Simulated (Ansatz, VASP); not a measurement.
SrO in VASP and in Ansatz

```
Sr O
1.0
     4.27547    0.00000    0.00000
    -2.13773    3.70266    0.00000
     0.00000    0.00000    5.15559
Sr O
2 2
Direct
  0.33333 0.66667 0.93813
  0.66667 0.33333 0.43813
  0.34009 0.68017 0.43687
  0.67342 0.34684 0.93687
```

Change from the starting cell: all O atoms moved +0.050 Å, as atom 3 along Cartesian [0 1 0].

Alike in both runs: task single point; functional PBE; k mesh 6 × 6 × 6; occupations gaussian, width 0.05 eV; no spin polarisation.

|  | VASP | Ansatz |
| --- | --- | --- |
| version | VASP 6.6.1 | Ansatz 0.2.0 |
| potentials or method | VASP PAW PBE potentials, release 64 (Sr_sv, O), cutoff 600 eV | scalar-relativistic, plane waves, PAW |
| valence electrons in the cell | 32 | 32 |

```csv
,VASP,Ansatz,Ansatz less VASP
gap on the k mesh at the Fermi level (eV),2.63,2.65,+0.017
least direct gap on the mesh (eV),2.63,2.65,+0.017
pressure (GPa),1.4,1.0,-0.39
"traceless stress, the component that is largest in VASP (GPa)",0.12,0.11,-0.008
rms of the force components (eV/Å),0.143,0.136,-0.0068
```

Atom by atom the forces differ by 0.007 eV/Å (rms over components).
